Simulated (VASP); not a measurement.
# Nb2SiO3 (R-3m) in VASP: relaxation of cell and atoms with PBE

Aim: the relaxation of cell and atoms of Nb2SiO3 with PBE.

All numbers are computed with VASP 6.6.1; they aren't measurements. Logs are shortened: lines on timing, memory, paths and dates and some standing lists are left out, and cuts for length are marked.

## 1. The cell of the first run

It takes space group R-3m (No. 166, trigonal). Conventional cell: a = 4.771 Å, b = 4.771 Å, c = 12.108 Å, α = 90.00°, β = 90.00°, γ = 120.00°. Nb (site symmetry 3m) has 3 Si at 2.80 Å and 9 O at 2.84 to 2.86 Å and 4 Nb at 2.92 to 3.07 Å within 3.7 Å. Within 3.2 Å of Si (site symmetry -3m) lie 6 O at 2.44 Å and 6 Nb at 2.80 Å. Within 3.2 Å of O (site symmetry 2/m) lie 4 O at 2.39 Å and 2 Si at 2.44 Å and 6 Nb at 2.84 to 2.86 Å.

The cell was built from a structure type or drawn by symmetry, and may not be a known phase.

## 2. Relaxation of cell and atoms, PBE

INCAR

```
PREC = Accurate
ENCUT = 600
EDIFF = 1E-7
ISMEAR = 0
SIGMA = 0.15
LREAL = F
LASPH = T
NELM = 120
ALGO = Normal
ISIF = 3
LWAVE = F
LCHARG = F
GGA = PE
IBRION = 2
NSW = 36
EDIFFG = -0.08
GGA_COMPAT = F
NELMIN = 4
```

KPOINTS

```
regular mesh
0
Gamma
  3 3 3
```

POSCAR

```
Nb2SiO3
1.0
    2.3855328400      1.3772880300      4.0361631800
   -2.3855328400      1.3772880300      4.0361631800
    0.0000000000     -2.7545760500      4.0361631800
Nb Si O
2 1 3
Direct
    0.8733720200      0.8733720200      0.8733720200
    0.1266279800      0.1266279800      0.1266279800
    0.5000000000      0.5000000000      0.5000000000
    0.5000000000      0.0000000000      0.5000000000
    0.5000000000      0.5000000000      0.0000000000
    0.0000000000      0.5000000000      0.5000000000
```

Potentials or basis: VASP PAW PBE potentials, release 64 (Nb_sv, Si, O).

Run with:

```sh
cat potpaw_PBE.64/Nb_sv/POTCAR potpaw_PBE.64/Si/POTCAR potpaw_PBE.64/O/POTCAR > POTCAR
mpirun -np 1 vasp_std > vasp.out
```

OUTCAR:

```text
PREC = Accurate
   ENCUT = 600
   EDIFF = 1E-7
   ISMEAR = 0
   LREAL = F
   LASPH = T
   NELM = 120
   ISIF = 3
   GGA = PE
   IBRION = 2
   NSW = 36
   EDIFFG = -0.08
   NELMIN = 4

 ion  position               nearest neighbor table
   1  0.873  0.873  0.873-   3 2.80   3 2.80   3 2.80   2 2.92   2 2.92   2 2.92
   2  0.127  0.127  0.127-   3 2.80   3 2.80   3 2.80   1 2.92   1 2.92   1 2.92
   3  0.500  0.500  0.500-   5 2.44   5 2.44   6 2.44   4 2.44   4 2.44   6 2.44   1 2.80   2 2.80
                             1 2.80   2 2.80   1 2.80   2 2.80
   4  0.500  0.000  0.500-   3 2.44   3 2.44
   5  0.500  0.500  0.000-   3 2.44   3 2.44
   6  0.000  0.500  0.500-   3 2.44   3 2.44

  LATTYP: Found a trigonal (rhomboedric) cell.
 ALAT       =     4.8865429972
 COS(alpha) =     0.5233524712

  Lattice vectors:

 A1 = (   2.3855328400,   1.3772880300,   4.0361631800)
 A2 = (  -2.3855328400,   1.3772880300,   4.0361631800)
 A3 = (   0.0000000000,  -2.7545760500,   4.0361631800)

Analysis of symmetry for initial positions (statically):
=====================================================================
 Subroutine PRICEL returns:
 Original cell was already a primitive cell.

 Routine SETGRP: Setting up the symmetry group for a
 trigonal (rhombohedral) supercell.

 Subroutine GETGRP returns: Found 12 space group operations
 (whereof 12 operations were pure point group operations)
 out of a pool of 12 trial point group operations.

The static configuration has the point symmetry D_3d.

Analysis of symmetry for dynamics (positions and initial velocities):
=====================================================================
 Subroutine PRICEL returns:
 Original cell was already a primitive cell.

 Routine SETGRP: Setting up the symmetry group for a
 trigonal (rhombohedral) supercell.

 Subroutine GETGRP returns: Found 12 space group operations
 (whereof 12 operations were pure point group operations)
 out of a pool of 12 trial point group operations.

The dynamic configuration has the point symmetry D_3d.

 Subroutine INISYM returns: Found 12 space group operations
 (whereof 12 operations are pure point group operations),
 and found     1 'primitive' translations

----------------------------------------------------------------------------------------

                                     Primitive cell

  volume of cell :      79.5665

  direct lattice vectors                    reciprocal lattice vectors
     2.385532840  1.377288030  4.036163180     0.209596779  0.121010757  0.082586684
    -2.385532840  1.377288030  4.036163180    -0.209596779  0.121010757  0.082586684
     0.000000000 -2.754576050  4.036163180     0.000000000 -0.242021514  0.082586684

  length of vectors
     4.886542997  4.886542997  4.886542994     0.255724409  0.255724409  0.255724410

  position of ions in fractional coordinates (direct lattice)
     0.873372020  0.873372020  0.873372020
     0.126627980  0.126627980  0.126627980
     0.500000000  0.500000000  0.500000000
     0.500000000  0.000000000  0.500000000
     0.500000000  0.500000000  0.000000000
     0.000000000  0.500000000  0.500000000

  ion indices of the primitive-cell ions
   primitive index   ion index
                 1           1
                 2           2
                 3           3
                 4           4
                 5           5
                 6           6

----------------------------------------------------------------------------------------

 KPOINTS: regular mesh

Automatic generation of k-mesh.
 Grid dimensions read from file:
 generate k-points for:    3    3    3

 Generating k-lattice:

  Cartesian coordinates                     Fractional coordinates (reciprocal lattice)
     0.069865593  0.040336919  0.027528895     0.333333333  0.000000000 -0.000000000
    -0.069865593  0.040336919  0.027528895     0.000000000  0.333333333 -0.000000000
     0.000000000 -0.080673838  0.027528895     0.000000000  0.000000000  0.333333333

  Length of vectors
     0.085241470  0.085241470  0.085241470

  Shift w.r.t. Gamma in fractional coordinates (k-lattice)
     0.000000000  0.000000000  0.000000000

 Subroutine IBZKPT returns following result:
 ===========================================

 Found      6 irreducible k-points:

 Following reciprocal coordinates:
            Coordinates               Weight
  0.000000  0.000000  0.000000      1.000000
  0.333333 -0.000000 -0.000000      6.000000
  0.333333  0.333333 -0.000000      6.000000
 -0.333333  0.333333  0.000000      6.000000
  0.333333  0.333333  0.333333      2.000000
 -0.333333  0.333333  0.333333      6.000000
   k-points           NKPTS =      6   k-points in BZ     NKDIM =      6   number of bands    NBANDS=     28
   number of dos      NEDOS =    301   number of ions     NIONS =      6
   total plane-waves  NPLWV =  64000
   dimension x,y,z NGX =    40 NGY =   40 NGZ =   40
   dimension x,y,z NGXF=    80 NGYF=   80 NGZF=   80
   ions per type =               2   1   3
   NGX,Y,Z   is equivalent  to a cutoff of  13.61, 13.61, 13.61 a.u.
   NGXF,Y,Z  is equivalent  to a cutoff of  27.22, 27.22, 27.22 a.u.
 SYSTEM =  unknown system
   PREC   = accura    normal or accurate (medium, high low for compatibility)
   ISTART =      0    job   : 0-new  1-cont  2-samecut
   ICHARG =      2    charge: 1-file 2-atom 10-const
   ISPIN  =      1    spin polarized calculation?
   LNONCOLLINEAR =      F non collinear calculations
   LSORBIT =      F    spin-orbit coupling
   LASPH  =      T    aspherical Exc in radial PAW
   ENCUT  =  600.0 eV  44.10 Ry    6.64 a.u.   9.76  9.76  9.76*2*pi/ulx,y,z
   NELM   =    120;   NELMIN=  4; NELMDL= -5     # of ELM steps
   EDIFF  = 0.1E-06   stopping-criterion for ELM
   LREAL  =      F    real-space projection
   EDIFFG = -.8E-01   stopping-criterion for IOM
   NSW    =     36    number of steps for IOM
   IBRION =      2    ionic relax: 0-MD 1-quasi-New 2-CG
   NFREE  =      1    steps in history (QN), initial steepest desc. (CG)
   ISIF   =      3    stress and relaxation
   ISYM   =      2    0-nonsym 1-usesym 2-fastsym
   POTIM  = 0.5000    time-step for ionic-motion
   TEBEG  =    0.0;   TEEND  =   0.0 temperature during run
   PSTRESS=    0.0 pullay stress
   NELECT =      48.0000    total number of electrons
   NUPDOWN=      -1.0000    fix difference up-down
   EMIN   =  10.00;   EMAX   =-10.00  energy-range for DOS
   EFERMI =   0.00;   METHOD = LEGACY
   ISMEAR =     0;   SIGMA  =   0.15  broadening in eV -4-tet -1-fermi 0-gaus
   EFERMI_NEDOS =   21; number of points for ismear=-14 and -15
   IALGO  =     38    algorithm
   IMIX   =      4    mixing-type and parameters
     AMIX     =   0.40;   BMIX     =  1.00
     AMIX_MAG =   1.60;   BMIX_MAG =  1.00
  volume/ion in A,a.u.               =      13.26        89.49
  Fermi-wavevector in a.u.,A,eV,Ry     =   1.383286  2.614031 26.034464  1.913479
  Thomas-Fermi vector in A             =   2.507898
   LORBIT       =      0    0 simple, 1 ext, 2 COOP (PROOUT), +10 PAW based schemes
   GGA     = PE    functional components
   LHFCALC =     F    Hartree Fock is set to
   AEXX    =    0.0000 exact exchange contribution
   IVDW    =     0    specifies the selected vdW correction
   LEPSILON=     F    determine dielectric tensor
   LRPA    =     F    only Hartree local field effects (RPA)
 conjugate gradient relaxation of ions
 non-spin polarized calculation
 Gauss-broadening in eV      SIGMA  =   0.15
  energy-cutoff  :      600.00
  volume of cell :       79.57
 maximum number of plane-waves:      2675
   NGX = 19   NGY = 19   NGZ = 19

--------------------------------------- Ionic step        1  -------------------------------------------

 number of electron      47.9999994 magnetization

 Free energy of the ion-electron system (eV)
  ---------------------------------------------------
  ext. energy  EPLUGINS =         0.00000000
  ---------------------------------------------------
  free energy    TOTEN  =       -39.27100878 eV

  energy without entropy =      -39.16271887  energy(sigma->0) =      -39.21686382

 E-fermi :   7.8209     XC(G=0): -11.6436

 val. band max:        7.8100876940   @ k =   0.3333   0.3333   0.3333
 cond. band min:       7.8216364373   @ k =  -0.3333   0.3333   0.3333
 fundamental gap:      0.0115487433
 Fermi energy:         7.8209322294

 k-point     1 :       0.0000    0.0000    0.0000
  band No.  band energies     occupation
      1     -47.6009      2.00000
      2     -47.4587      2.00000
      3     -23.7848      2.00000
      4     -23.7046      2.00000
      5     -23.7046      2.00000
      6     -23.5361      2.00000
[... 288 lines left out ...]
  FREE ENERGIE OF THE ION-ELECTRON SYSTEM (eV)
  ---------------------------------------------------
  free  energy   TOTEN  =       -40.6103391329 eV

  energy  without entropy=      -40.5117036581  energy(sigma->0) =      -40.56102140

[... ionic steps 4 to 17 ...]

--------------------------------------- Ionic step       18  -------------------------------------------

 number of electron      47.9999997 magnetization

------------------------ aborting loop because EDIFF is reached ----------------------------------------

  FORCE on cell =-STRESS in cart. coord.  units (eV):
  Direction    XX          YY          ZZ          XY          YZ          ZX
  --------------------------------------------------------------------------------------
  -------------------------------------------------------------------------------------
  Total       -0.1670434     -0.1670434     -0.5607992      0.0000000     -0.0000000      0.0000000
  in kB       -3.8015773     -3.8015773    -12.7626819      0.0000000     -0.0000000      0.0000000
  external PRESSURE =      -6.7886122 kB  Pullay stress =       0.0000000 kB
[... 65 lines left out ...]
  energy  without entropy=      -44.7355102104  energy(sigma->0) =      -44.76421321

--------------------------------------- Ionic step       20  -------------------------------------------

 number of electron      47.9999997 magnetization

 Free energy of the ion-electron system (eV)
  ---------------------------------------------------
  ext. energy  EPLUGINS =         0.00000000
  ---------------------------------------------------
  free energy    TOTEN  =       -44.79569436 eV

  energy without entropy =      -44.74164655  energy(sigma->0) =      -44.76867045

 E-fermi :  10.5833     XC(G=0): -12.1538

 val. band max:       10.5591891287   @ k =  -0.3333   0.3333   0.3333
 cond. band min:      10.6487005542   @ k =   0.3333   0.3333  -0.0000
 fundamental gap:      0.0895114255
 Fermi energy:        10.5833027353

 k-point     1 :       0.0000    0.0000    0.0000
  band No.  band energies     occupation
      1     -45.1629      2.00000
      2     -45.0219      2.00000
      3     -21.4361      2.00000
      4     -21.4361      2.00000
      5     -21.4244      2.00000
      6     -21.3905      2.00000
[... 208 lines left out ...]
  FREE ENERGIE OF THE ION-ELECTRON SYSTEM (eV)
  ---------------------------------------------------
  free  energy   TOTEN  =       -44.7956943562 eV

  energy  without entropy=      -44.7416465506  energy(sigma->0) =      -44.76867045

 reached required accuracy - stopping structural energy minimisation
```

It took 13 min on 1 thread of Intel Xeon 8259CL, shared host; peak memory 0.26 GiB.

Results:

- Free energy: -44.7957 eV
- Relaxed volume: 11.72 Å³/atom
- Relaxed cell: a = 4.328 Å, b = 4.328 Å, c = 4.328 Å, α = 71.04°, β = 71.04°, γ = 71.04°
- Space group after relaxing (to 0.1 Å): R-3m (No. 166)
- Pressure after relaxing: 0.1 GPa
- Largest force after relaxing: 0.056 eV/Å
- Band gap on the k mesh: zero (bands 24 and 25 overlap by 0.31 eV)

Forces in eV/Å, atoms in the order of the input:
```
Nb   0.000  0.000 -0.056
Nb   0.000  0.000  0.056
Si   0.000  0.000  0.000
O    0.000  0.000  0.000
O    0.000  0.000  0.000
O    0.000  0.000  0.000
```

Final structure:
```
Nb Si O
1.0
     2.51463    1.45182    3.20965
    -2.51463    1.45182    3.20965
     0.00000   -2.90364    3.20965
Nb Si O
2 1 3
Direct
  0.82735 0.82735 0.82735
  0.17265 0.17265 0.17265
  0.50000 0.50000 0.50000
  0.50000 0.00000 0.50000
  0.50000 0.50000 0.00000
  0.00000 0.50000 0.50000
```

Levels at points of the mesh, in eV from the Fermi level:
```tsv
k point	band 22	band 23	band 24	band 25	band 26	band 27
(0.00, 0.00, 0.00)	-1.03	-0.78	-0.78	-0.15	1.15	1.15
```

Caveat: the k points lie up to 0.53 Å⁻¹ apart in the final cell; the relaxation stopped at a loose force limit of 0.08 eV/Å, so its end isn't a converged minimum.
